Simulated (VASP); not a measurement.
# Rh (P6_3/mmc) in VASP: further runs

Rh is run at these levels: r2SCAN; tasks: single point.

Everything below comes from runs of VASP 6.6.1. Logs are shortened: lines on timing, memory, paths and dates and some standing lists are left out, and cuts for length are marked.

### Step 1. The cell of the first run

Symmetry: P6_3/mmc, No. 194, hexagonal system. The conventional cell has a = 2.541 Å, b = 2.541 Å, c = 4.580 Å, α = 90.00°, β = 90.00°, γ = 120.00°. Within 3.4 Å of Rh (site symmetry -6m2) lie 12 Rh at 2.54 to 2.72 Å.

### Step 2. Single point, r2SCAN (biaxial strain in the a-b plane: -6.0 %, then relaxed in part)

The input, POSCAR:

```
Rh
1.0
    2.5414245925      0.0000000000      0.0000000000
   -1.2707122962      2.2009382589      0.0000000000
    0.0000000000      0.0000000000      4.5802652656
Rh
2
Direct
    0.6666666667      0.3333333333      0.7500000000
    0.3333333333      0.6666666667      0.2500000000
```

The input, INCAR.step1:

```
SYSTEM = Rh
PREC     = Accurate       ! precision mode
ENCUT    = 520            ! plane-wave cutoff, eV
ISMEAR   = 0              ! smearing method
SIGMA    = 0.1            ! smearing width, eV
LREAL    = .FALSE.        ! projectors in reciprocal space
LASPH    = .TRUE.         ! aspherical terms in the spheres
NELM     = 100            ! most SCF steps
NBANDS   = 22             ! bands
GGA      = PE             ! functional
ALGO     = Normal         ! electronic algorithm
EDIFF    = 1E-4           ! SCF threshold, eV
LWAVE    = .TRUE.         ! write WAVECAR
LCHARG   = .FALSE.        ! write CHGCAR
```

The input, INCAR.step2:

```
SYSTEM = Rh
PREC     = Accurate       ! precision mode
ENCUT    = 520            ! plane-wave cutoff, eV
EDIFF    = 1E-6           ! SCF threshold, eV
ISMEAR   = 0              ! smearing method
SIGMA    = 0.1            ! smearing width, eV
LREAL    = .FALSE.        ! projectors in reciprocal space
LASPH    = .TRUE.         ! aspherical terms in the spheres
NELM     = 100            ! most SCF steps
ALGO     = Normal         ! electronic algorithm
ISIF     = 2              ! what is computed and relaxed
LWAVE    = .FALSE.        ! write WAVECAR
LCHARG   = .FALSE.        ! write CHGCAR
METAGGA  = R2SCAN         ! meta-GGA
LMIXTAU  = .TRUE.       
NBANDS   = 22             ! bands
ISTART   = 1
```

The input, KPOINTS:

```
Automatic mesh
0
G
  24 24 12
  0 0 0
```

Potentials or basis: VASP PAW PBE potentials, release 64 (Rh_pv).

Run with:

```bash
cat potpaw_PBE.64/Rh_pv/POTCAR > POTCAR
cp INCAR.step1 INCAR
mpirun -np 1 vasp_std > vasp.out
cp INCAR.step2 INCAR
mpirun -np 1 vasp_std > vasp.out
```

OUTCAR:

```text
SYSTEM = Rh
   PREC = Accurate
   ENCUT = 520
   EDIFF = 1E-6
   ISMEAR = 0
   LREAL = .FALSE.
   LASPH = .TRUE.
   NELM = 100
   ISIF = 2
   METAGGA = R2SCAN
   ISTART = 1

 ion  position               nearest neighbor table
   1  0.667  0.333  0.750-   2 2.72   2 2.72   2 2.72   2 2.72   2 2.72   2 2.72
   2  0.333  0.667  0.250-   1 2.72   1 2.72   1 2.72   1 2.72   1 2.72   1 2.72

  LATTYP: Found a hexagonal cell.
 ALAT       =     2.5414245925
 C/A-ratio  =     1.8022432297

  Lattice vectors:

 A1 = (   2.5414245925,   0.0000000000,   0.0000000000)
 A2 = (  -1.2707122962,   2.2009382589,   0.0000000000)
 A3 = (   0.0000000000,   0.0000000000,   4.5802652656)

Analysis of symmetry for initial positions (statically):
=====================================================================
 Subroutine PRICEL returns:
 Original cell was already a primitive cell.

 Routine SETGRP: Setting up the symmetry group for a
 hexagonal supercell.

 Subroutine GETGRP returns: Found 24 space group operations
 (whereof 12 operations were pure point group operations)
 out of a pool of 24 trial point group operations.

The static configuration has the point symmetry D_3d.
 The point group associated with its full space group is D_6h.

Analysis of symmetry for dynamics (positions and initial velocities):
=====================================================================
 Subroutine PRICEL returns:
 Original cell was already a primitive cell.

 Routine SETGRP: Setting up the symmetry group for a
 hexagonal supercell.

 Subroutine GETGRP returns: Found 24 space group operations
 (whereof 12 operations were pure point group operations)
 out of a pool of 24 trial point group operations.

The dynamic configuration has the point symmetry D_3d.
 The point group associated with its full space group is D_6h.

 Subroutine INISYM returns: Found 24 space group operations
 (whereof 12 operations are pure point group operations),
 and found     1 'primitive' translations

----------------------------------------------------------------------------------------

                                     Primitive cell

  volume of cell :      25.6198

  direct lattice vectors                    reciprocal lattice vectors
     2.541424592  0.000000000  0.000000000     0.393480099  0.227175841  0.000000000
    -1.270712296  2.200938259  0.000000000     0.000000000  0.454351682  0.000000000
     0.000000000  0.000000000  4.580265266     0.000000000  0.000000000  0.218327966

  length of vectors
     2.541424592  2.541424592  4.580265266     0.454351682  0.454351682  0.218327966

  position of ions in fractional coordinates (direct lattice)
     0.666666667  0.333333333  0.750000000
     0.333333333  0.666666667  0.250000000

  ion indices of the primitive-cell ions
   primitive index   ion index
                 1           1
                 2           2

----------------------------------------------------------------------------------------

 KPOINTS: Automatic mesh

Automatic generation of k-mesh.
 Grid dimensions read from file:
 generate k-points for:   24   24   12

 Generating k-lattice:

  Cartesian coordinates                     Fractional coordinates (reciprocal lattice)
     0.016395004  0.009465660  0.000000000     0.041666667  0.000000000  0.000000000
     0.000000000  0.018931320  0.000000000     0.000000000  0.041666667  0.000000000
     0.000000000  0.000000000  0.018193997     0.000000000  0.000000000  0.083333333

  Length of vectors
     0.018931320  0.018931320  0.018193997

  Shift w.r.t. Gamma in fractional coordinates (k-lattice)
     0.000000000  0.000000000  0.000000000

 Subroutine IBZKPT returns following result:
 ===========================================

 Found    427 irreducible k-points:

 Following reciprocal coordinates:
            Coordinates               Weight
  0.000000  0.000000  0.000000      1.000000
  0.041667  0.000000  0.000000      6.000000
  0.083333  0.000000  0.000000      6.000000
  0.125000  0.000000  0.000000      6.000000
  0.166667  0.000000  0.000000      6.000000
  0.208333  0.000000  0.000000      6.000000
[... 16 lines left out ...]
  0.416667  0.041667  0.000000     12.000000
  0.458333  0.041667  0.000000     12.000000
 [... further k-points ...]
   k-points           NKPTS =    427   k-points in BZ     NKDIM =    427   number of bands    NBANDS=     22
   number of dos      NEDOS =    301   number of ions     NIONS =      2
   total plane-waves  NPLWV =  14400
   dimension x,y,z NGX =    20 NGY =   20 NGZ =   36
   dimension x,y,z NGXF=    40 NGYF=   40 NGZF=   72
   ions per type =               2
   NGX,Y,Z   is equivalent  to a cutoff of  13.08, 13.08, 13.07 a.u.
   NGXF,Y,Z  is equivalent  to a cutoff of  26.17, 26.17, 26.13 a.u.
 SYSTEM =  Rh
   PREC   = accura    normal or accurate (medium, high low for compatibility)
   ISTART =      1    job   : 0-new  1-cont  2-samecut
   ICHARG =      0    charge: 1-file 2-atom 10-const
   ISPIN  =      1    spin polarized calculation?
   LNONCOLLINEAR =      F non collinear calculations
   LSORBIT =      F    spin-orbit coupling
   LASPH  =      T    aspherical Exc in radial PAW
   ENCUT  =  520.0 eV  38.22 Ry    6.18 a.u.   4.73  4.73  8.52*2*pi/ulx,y,z
   NELM   =    100;   NELMIN=  2; NELMDL=  0     # of ELM steps
   EDIFF  = 0.1E-05   stopping-criterion for ELM
   LREAL  =      F    real-space projection
   EDIFFG = 0.1E-04   stopping-criterion for IOM
   NSW    =      0    number of steps for IOM
   IBRION =     -1    ionic relax: 0-MD 1-quasi-New 2-CG
   NFREE  =      0    steps in history (QN), initial steepest desc. (CG)
   ISIF   =      2    stress and relaxation
   ISYM   =      2    0-nonsym 1-usesym 2-fastsym
   POTIM  = 0.5000    time-step for ionic-motion
   TEBEG  =    0.0;   TEEND  =   0.0 temperature during run
   PSTRESS=    0.0 pullay stress
   NELECT =      30.0000    total number of electrons
   NUPDOWN=      -1.0000    fix difference up-down
   EMIN   =  10.00;   EMAX   =-10.00  energy-range for DOS
   EFERMI =   0.00;   METHOD = LEGACY
   ISMEAR =     0;   SIGMA  =   0.10  broadening in eV -4-tet -1-fermi 0-gaus
   EFERMI_NEDOS =   21; number of points for ismear=-14 and -15
   IALGO  =     38    algorithm
   IMIX   =      4    mixing-type and parameters
     AMIX     =   0.40;   BMIX     =  1.00
     AMIX_MAG =   1.60;   BMIX_MAG =  1.00
  volume/ion in A,a.u.               =      12.81        86.45
  Fermi-wavevector in a.u.,A,eV,Ry     =   1.725533  3.260785 40.510873  2.977465
  Thomas-Fermi vector in A             =   2.801016
   LORBIT       =      0    0 simple, 1 ext, 2 COOP (PROOUT), +10 PAW based schemes
   METAGGA = R2SCAN    functional components
   LHFCALC =     F    Hartree Fock is set to
   AEXX    =    0.0000 exact exchange contribution
   IVDW    =     0    specifies the selected vdW correction
   LEPSILON=     F    determine dielectric tensor
   LRPA    =     F    only Hartree local field effects (RPA)
 non-spin polarized calculation
 Gauss-broadening in eV      SIGMA  =   0.10
  energy-cutoff  :      520.00
  volume of cell :       25.62
 maximum number of plane-waves:       706
 NGX is ok and might be reduce to    20
   NGX =  9   NGY =  9   NGZ = 17

 number of electron      30.0000001 magnetization

 Free energy of the ion-electron system (eV)
  ---------------------------------------------------
  ext. energy  EPLUGINS =         0.00000000
  ---------------------------------------------------
  free energy    TOTEN  =       -47.79724249 eV

  energy without entropy =      -47.78302345  energy(sigma->0) =      -47.79013297

 E-fermi :  13.0920     XC(G=0): -15.7194

 val. band max:       13.0904907577   @ k =   0.3333   0.0000   0.0000
 cond. band min:      13.0927970849   @ k =   0.2083   0.0000   0.3333
 fundamental gap:      0.0023063271
 Fermi energy:        13.0919890422

 k-point     1 :       0.0000    0.0000    0.0000
  band No.  band energies     occupation
      1     -35.6103      2.00000
      2     -34.8431      2.00000
      3     -34.8380      2.00000
      4     -34.8380      2.00000
      5     -34.7624      2.00000
      6     -34.7624      2.00000
[... 14 lines left out ...]
     21      30.4847      0.00000
     22      30.5061      0.00000

 k-point     2 :       0.0417    0.0000    0.0000
  band No.  band energies     occupation
      1     -35.6048      2.00000
      2     -34.8564      2.00000
      3     -34.8435      2.00000
      4     -34.8430      2.00000
      5     -34.7811      2.00000
      6     -34.7659      2.00000
[... 14 lines left out ...]
     21      30.4849      0.00000
     22      30.6217      0.00000

 k-point     3 :       0.0833    0.0000    0.0000
  band No.  band energies     occupation
      1     -35.5886      2.00000
      2     -34.9104      2.00000
      3     -34.8576      2.00000
      4     -34.8448      2.00000
      5     -34.8357      2.00000
      6     -34.7764      2.00000
[... 14 lines left out ...]
     21      30.4847      0.00000
     22      30.9496      0.00000

 k-point     4 :       0.1250    0.0000    0.0000
  band No.  band energies     occupation
      1     -35.5623      2.00000
      2     -34.9960      2.00000
      3     -34.9218      2.00000
      4     -34.8805      2.00000
      5     -34.8472      2.00000
      6     -34.7933      2.00000
[... 14 lines left out ...]
     21      30.4847      0.00000
     22      31.3309      0.00000

 k-point     5 :       0.1667    0.0000    0.0000
  band No.  band energies     occupation
      1     -35.5270      2.00000
      2     -35.1071      2.00000
      3     -35.0325      2.00000
      4     -34.9100      2.00000
      5     -34.8513      2.00000
      6     -34.8156      2.00000
[... 417 lines left out ...]
 k-point    22 :       0.3750    0.0417    0.0000
  band No.  band energies     occupation
      1     -35.7832      2.00000
      2     -35.6880      2.00000
      3     -35.2577      2.00000
      4     -35.0973      2.00000
      5     -34.9684      2.00000
      6     -34.9230      2.00000
[... 14 lines left out ...]
     21      28.9029      0.00000
     22      29.5929      0.00000

 k-point    23 :       0.4167    0.0417    0.0000
  band No.  band energies     occupation
      1     -35.8493      2.00000
      2     -35.7504      2.00000
      3     -35.2198      2.00000
      4     -35.1154      2.00000
      5     -34.9832      2.00000
      6     -34.9410      2.00000
[... 14 lines left out ...]
     21      28.3834      0.00000
     22      28.9840      0.00000

 k-point    24 :       0.4583    0.0417    0.0000
  band No.  band energies     occupation
      1     -35.8834      2.00000
      2     -35.7825      2.00000
      3     -35.1978      2.00000
      4     -35.1247      2.00000
      5     -34.9909      2.00000
      6     -34.9528      2.00000
[... 14 lines left out ...]
     21      28.0643      0.00000
     22      28.5539      0.00000

 [... further k-points ...]
[... 5 lines left out ...]
  --------------------------------------------------------------------------------------
  -------------------------------------------------------------------------------------
  Total        7.1300047      7.1300047      0.2075610      0.0000000     -0.0000000      0.0000000
  in kB      445.8868663    445.8868663     12.9801763      0.0000000     -0.0000000      0.0000000
  external PRESSURE =     301.5846363 kB  Pullay stress =       0.0000000 kB

 VOLUME and BASIS-vectors are now :
 -----------------------------------------------------------------------------
  energy-cutoff  :      520.00
  volume of cell :       25.62
      direct lattice vectors                 reciprocal lattice vectors
     2.541424592  0.000000000  0.000000000     0.393480099  0.227175841  0.000000000
    -1.270712296  2.200938259  0.000000000     0.000000000  0.454351682  0.000000000
     0.000000000  0.000000000  4.580265266     0.000000000  0.000000000  0.218327966

 POSITION                                       TOTAL-FORCE (eV/Angst)
 -----------------------------------------------------------------------------------
      1.27071      0.73365      3.43520        -0.000000      0.000000      0.000000
     -0.00000      1.46729      1.14507         0.000000     -0.000000      0.000000
 -----------------------------------------------------------------------------------
    total drift:                               -0.000000      0.000000     -0.000000

  FREE ENERGIE OF THE ION-ELECTRON SYSTEM (eV)
  ---------------------------------------------------
  free  energy   TOTEN  =       -47.7972424938 eV

  energy  without entropy=      -47.7830234537  energy(sigma->0) =      -47.79013297
```

It took 7 min on 1 thread of AMD EPYC 9R45 (Zen 5), shared host; peak memory 0.26 GiB.

What came out:

- Free energy: -47.7972 eV
- Pressure: 30.2 GPa
- Band gap on the k mesh: zero (band 15 reaches 14.41 eV, above the bottom of band 16 at 11.29 eV)

Caveat: the cell differs from its parent crystal (biaxial strain in the a-b plane: -6.0 %, then relaxed in part); the PAW data sets were made with another functional, which shifts forces and pressure a little.

### Step 3. Single point, r2SCAN (biaxial strain in the a-b plane: -4.0 %)

The input, POSCAR:

```
Rh
1.0
    2.5954974562      0.0000000000      0.0000000000
   -1.2977487281      2.2477667325      0.0000000000
    0.0000000000      0.0000000000      4.4529840354
Rh
2
Direct
    0.6666666667      0.3333333333      0.7500000000
    0.3333333333      0.6666666667      0.2500000000
```

The input, INCAR.step1:

```
SYSTEM = Rh
PREC = Accurate
ENCUT = 520
ISMEAR = 0
SIGMA = 0.1
LREAL = .False.
LASPH = .True.
NELM = 60
NBANDS = 22
GGA = PE
ALGO = Normal
EDIFF = 1E-4
LWAVE = .True.
LCHARG = .False.
```

The input, INCAR.step2:

```
SYSTEM = Rh
PREC = Accurate
ENCUT = 520
EDIFF = 1E-7
ISMEAR = 0
SIGMA = 0.1
LREAL = .False.
LASPH = .True.
NELM = 60
ALGO = Normal
ISIF = 2
LWAVE = .False.
LCHARG = .False.
METAGGA = R2SCAN
LMIXTAU = .True.
NBANDS = 22
ISTART = 1
```

The input, KPOINTS:

```
regular mesh
0
Gamma
  24 24 12
  0 0 0
```

Potentials or basis: VASP PAW PBE potentials, release 64 (Rh_pv).

Run with:

```bash
cat potpaw_PBE.64/Rh_pv/POTCAR > POTCAR
cp INCAR.step1 INCAR
mpirun -np 1 vasp_std > vasp.out
cp INCAR.step2 INCAR
mpirun -np 1 vasp_std > vasp.out
```

Wall time 9.1 min (1 thread of AMD EPYC 9R45 (Zen 5), shared host); peak memory 0.26 GiB.

It converged, with:

```
Free energy            : -48.0234 eV
Pressure               : 21.4 GPa
Band gap on the k mesh : zero (band 15 reaches 13.87 eV, above the bottom of band 16 at 10.88 eV)
```

Stress tensor (GPa, compression positive):
```
28.53  0.00  0.00
 0.00 28.53  0.00
 0.00  0.00  7.22
```

Levels at points of the mesh, in eV from the Fermi level:
```csv
k point,band 11,band 12,band 13,band 14,band 15,band 16,band 17,band 18,band 19,band 20
"(0.00, 0.00, 0.00)",-3.39,-2.92,-2.92,-1.68,-1.68,0.23,0.23,0.25,8.83,17.05
"(0.50, 0.00, 0.00)",-3.25,-2.67,-2.09,0.55,0.87,1.11,3.61,6.00,11.29,11.42
"(0.00, 0.00, 0.50)",-3.41,-3.41,-3.41,-3.41,-0.41,-0.41,-0.41,-0.41,15.18,15.18
"(0.50, 0.00, 0.50)",-1.64,-1.64,-0.27,-0.27,1.01,1.01,3.09,3.09,10.66,10.66
```

Caveat: the cell differs from its parent crystal (biaxial strain in the a-b plane: -4.0 %); the PAW data sets were made with another functional, which shifts forces and pressure a little.

(Continued in part 2 of 2.)
